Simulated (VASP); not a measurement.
Here is a VASP 6.6.1 calculation.

Contents of INCAR:

```
ALGO     = Normal         # electronic algorithm
EDIFF    = 1E-6           # SCF threshold, eV
EDIFFG   = -0.04          # ionic threshold
ENCUT    = 600            # plane-wave cutoff, eV
GGA      = PE             # functional
IBRION   = 2              # ionic algorithm
ISIF     = 3              # what is computed and relaxed
ISMEAR   = 0              # smearing method
LASPH    = T              # aspherical terms in the spheres
LCHARG   = F              # write CHGCAR
LREAL    = F              # projectors in reciprocal space
LWAVE    = F              # write WAVECAR
NELM     = 100            # most SCF steps
NSW      = 90             # ionic steps
PREC     = Accurate       # precision mode
SIGMA    = 0.1            # smearing width, eV
```

File KPOINTS:

```
k-points
0
Gamma
  4 4 4
```

POSCAR

```
B4MoRu
1.0
    0.0000000000      3.2427926400      3.2427926400
    3.2427926400      0.0000000000      3.2427926400
    3.2427926400      3.2427926400      0.0000000000
B Mo Ru
4 1 1
Direct
    0.0842750700      0.0842750700      0.0842750700
    0.0842750700      0.0842750700      0.7471747900
    0.0842750700      0.7471747900      0.0842750700
    0.7471747900      0.0842750700      0.0842750700
    0.2500000000      0.2500000000      0.2500000000
    0.5000000000      0.5000000000      0.5000000000
```

Potentials or basis: VASP PAW PBE potentials, release 64 (B, Mo_sv, Ru_pv).

Run with:

```bash
$ cat potpaw_PBE.64/B/POTCAR potpaw_PBE.64/Mo_sv/POTCAR potpaw_PBE.64/Ru_pv/POTCAR > POTCAR
$ mpirun -np 1 vasp_std > vasp.out
```

Q: What does it give for the relaxed cell?

A: a = 4.972 Å, b = 4.972 Å, c = 4.972 Å, α = 60.00°, β = 60.00°, γ = 60.00°.

Q: Estimate the space group after relaxing (to 0.1 Å).

A: F-43m (No. 216).

Q: What does it give for the relaxed volume?

A: 14.48 Å³/atom.

Q: Estimate the band gap on the k mesh.

A: Zero (bands 20 and 21 overlap by 0.20 eV).

Final structure:
```xyz
6
Lattice="0.0000 3.5155 3.5155 3.5155 0.0000 3.5155 3.5155 3.5155 0.0000" Properties=species:S:1:pos:R:3 pbc="T T T"
B     0.5995    0.5995    0.5995
B     2.9159    2.9159    0.5995
B     2.9159    0.5995    2.9159
B     0.5995    2.9159    2.9159
Mo    1.7577    1.7577    1.7577
Ru    3.5155    3.5155    3.5155
```

Caveat: the k points lie up to 0.39 Å⁻¹ apart in the final cell; the volume moved by over 15 % at a fixed basis, so the end points are rough.
